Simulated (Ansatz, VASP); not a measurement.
# Two plane-wave programs on BN

INCAR

```
SYSTEM = BN
ALGO = Normal
EDIFF = 1E-6
ENCUT = 520
GGA = PE
ISIF = 2
ISMEAR = -1
LASPH = .TRUE.
LCHARG = .FALSE.
LREAL = .FALSE.
LWAVE = .FALSE.
NBANDS = 11
NELM = 60
PREC = Accurate
SIGMA = 0.02
```

KPOINTS

```
k-points
0
G
  12 12 12
  0 0 0
```

POSCAR

```
BN
1.0
    0.0000000000      1.8984949486      1.8984949486
    1.8984949486      0.0000000000      1.8984949486
    1.8984949486      1.8984949486      0.0000000000
B N
1 1
Direct
    0.0000000000      0.0000000000      0.0000000000
    0.2500000000      0.2500000000      0.2500000000
```

Input for Ansatz:

```yaml
crystal:
  lattice:
    - [0.0, 1.8984949486, 1.8984949486]
    - [1.8984949486, 0.0, 1.8984949486]
    - [1.8984949486, 1.8984949486, 0.0]
  atoms:
    - { symbol: B, position: [0.0, 0.0, 0.0] }
    - { symbol: "N", position: [0.25, 0.25, 0.25] }
kpoints:
  mp_grid: { grid: [12, 12, 12] }
  band_path:
    path:
      - [0.0, 0.0, 0.0]
      - [-0.5, -0.5, 0.0]
      - [-0.375, -0.375, 0.25]
      - [-0.375, 0.0, 0.375]
      - [0.0, 0.0, 0.5]
      - [-0.5, -0.25, 0.25]
      - [0.0, 0.5, 0.5]
    npoints: 1
hamiltonian:
  xc: pbe
scf:
  occupations: { method: fermi_dirac, width: 0.02 }
  n_extra_bands: 4
output:
  forces: true
  stress: true
  eigenvalues: true
```

Change from the starting cell: hydrostatic strain +5.2%.

Alike in both runs: task single point; functional PBE; k mesh 12 × 12 × 12; occupations fermi-dirac, width 0.02 eV; no spin polarisation.

```csv
,VASP,Ansatz
version,VASP 6.6.1,Ansatz 0.2.0
potentials or method,"VASP PAW PBE potentials, release 64 (B, N)","plane waves, PAW"
plane-wave cutoff (eV),520,420
valence electrons in the cell,8,8
```

```csv
,VASP,Ansatz,Ansatz less VASP
gap on the k mesh at the Fermi level (eV),4.29,4.29,+0.007
pressure (GPa),-40.0,-39.9,+0.11
```

Both programs put the cell under strong tension, so it lies far from rest at this level. With one functional, cell and mesh, what is left measures potentials, basis and numerics.

Noted on VASP's run: the cell as given lies far from equilibrium.
